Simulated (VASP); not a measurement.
CdS, 16 atoms in the cell. The cell holds a slab with vacuum, 16 atoms: a = 8.275 Å, b = 8.275 Å, c = 20.223 Å, α = 90.00°, β = 90.00°, γ = 120.00°. 

| Quantity | Value |
| --- | --- |
| Program | VASP 6.6.1 |
| Task | single point |
| Functional | PBE |
| Dispersion | D3(BJ) |
| Potentials or basis | VASP PAW PBE potentials, release 64 (S, Cd) |
| Cutoff | 520 eV |
| k mesh | 2 × 2 × 1 |
| Occupations | gaussian, width 0.05 eV |
| Spin | no spin polarisation |
| Dipole correction | yes |
| Further INCAR settings | LREAL = Auto; ALGO = Normal; EDIFF = 1e-06; NBANDS = 86 |

Potentials or basis: VASP PAW PBE potentials, release 64 (S, Cd).

The run is started by

```console
$ cat potpaw_PBE.64/S/POTCAR potpaw_PBE.64/Cd/POTCAR > POTCAR
$ mpirun -np 1 vasp_std > vasp.out
```

Hardware: 1 thread of Intel Xeon 8259CL, on a shared host.

Problem. How long does it take, and how much memory?

Solution. It took 15 min on 1 thread of Intel Xeon 8259CL (shared host), peak memory 1.1 GiB. Counts: scf iterations 24, k points 2.
